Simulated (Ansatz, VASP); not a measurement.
**One calculation of CuO2, two programs**

```
CELL_PARAMETERS angstrom
2.42129 0.00000 0.00000
0.00000 6.44595 0.00000
0.00000 0.00000 7.06704
ATOMIC_POSITIONS crystal
Cu 0.00000 0.50000 0.00000
O 0.00000 0.50000 0.41243
O 0.00000 0.50000 0.58757
```

Alike in both runs: task single point; functional PBEsol; k mesh 18 × 8 × 6; occupations gaussian, width 0.1 eV; no spin polarisation.

|  | VASP | Ansatz |
| --- | --- | --- |
| version | VASP 6.6.1 | Ansatz 0.2.0 |
| potentials or method | VASP PAW PBE potentials, release 64 (Cu, O), cutoff 520 eV | scalar-relativistic, plane waves, PAW |
| valence electrons in the cell | 23 | 31 |

Ansatz gave:

| Item | Value |
| --- | --- |
| gap on the k mesh at the Fermi level (eV) | none |
| pressure (GPa) | -2.3 |
| traceless stress, the component that is largest in VASP (GPa) | -1.95 |
| rms of the force components (eV/Å) | 0.526 |

What did VASP give for the same quantities?

gap on the k mesh at the Fermi level (eV): none; pressure (GPa): -1.7; traceless stress, the component that is largest in VASP (GPa): -2.52; rms of the force components (eV/Å): 0.009.

VASP's potentials were made for PBE, not for PBEsol. Atom by atom the forces differ by 0.517 eV/Å (rms over components). A gap of «none» marks a metal or a gap that the smearing closes. One of these differences is far larger than is usual between the two programs; its cause wasn't traced. VASP's potentials hold 23 valence electrons a cell and Ansatz's 31, so a difference there can come from the potentials and not from the codes. Ansatz's warnings: xc potential rough in thin density.

Noted on VASP's run: the standard files for N, O and F lose accuracy on very short bonds.
